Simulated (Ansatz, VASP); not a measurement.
CdSe in VASP and in Ansatz

```
Cd Se
1.0
     0.00000    3.09841    3.09841
     3.09841    0.00000    3.09841
     3.09841    3.09841    0.00000
Cd Se
1 1
Direct
  0.00000 0.00000 0.00000
  0.75000 0.75000 0.75000
```

Alike in both runs: task single point; functional r2SCAN; k mesh 10 × 10 × 10; occupations gaussian, width 0.02 eV; no spin polarisation.

```csv
,VASP,Ansatz
version,VASP 6.6.1,Ansatz 0.2.0
potentials or method,"VASP PAW PBE potentials, release 64 (Cd, Se), cutoff 520 eV","scalar-relativistic, plane waves, PAW"
valence electrons in the cell,18,36
```

Ansatz gave:

| Property | Result |
| --- | --- |
| gap on the k mesh at the Fermi level (eV) | 0.97 |
| least direct gap on the mesh (eV) | 0.97 |

Question: Estimate VASP's values.

Answer: gap on the k mesh at the Fermi level (eV): 0.96; least direct gap on the mesh (eV): 0.96.

VASP's potentials were made for PBE, not for r2SCAN. VASP's potentials hold 18 valence electrons a cell and Ansatz's 36, so a difference there can come from the potentials and not from the codes.
